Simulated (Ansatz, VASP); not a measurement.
Si7Ge: VASP beside Ansatz

```
Si Ge
1.0
     5.36932    0.00000    0.00000
     0.00000    5.36932    0.00000
     0.00000    0.00000    5.36932
Si Ge
7 1
Direct
  0.25257 0.25257 0.25257
  0.00000 0.50000 0.50000
  0.50000 0.50000 0.00000
  0.50000 0.00000 0.50000
  0.74743 0.25257 0.74743
  0.74743 0.74743 0.25257
  0.25257 0.74743 0.74743
  0.00000 0.00000 0.00000
```

Alike in both runs: task single point; functional PBEsol; k mesh 8 × 8 × 8; occupations gaussian, width 0.01 eV; no spin polarisation.

```csv
,VASP,Ansatz
version,VASP 6.6.1,Ansatz 0.2.0
potentials or method,"VASP PAW PBE potentials, release 64 (Si, Ge_d), cutoff 520 eV","scalar-relativistic, plane waves, PAW"
valence electrons in the cell,42,42
```

Ansatz gave:

| Item | Value |
| --- | --- |
| gap on the k mesh at the Fermi level (eV) | 0.18 |
| least direct gap on the mesh (eV) | 0.18 |
| pressure (GPa) | 5.0 |
| rms of the force components (eV/Å) | 0.000 |

**Question.** Estimate VASP's values.

**Answer.** gap on the k mesh at the Fermi level (eV): 0.17; least direct gap on the mesh (eV): 0.17; pressure (GPa): 5.1; rms of the force components (eV/Å): 0.004.

VASP's potentials were made for PBE, not for PBEsol. Atom by atom the forces differ by 0.004 eV/Å (rms over components).
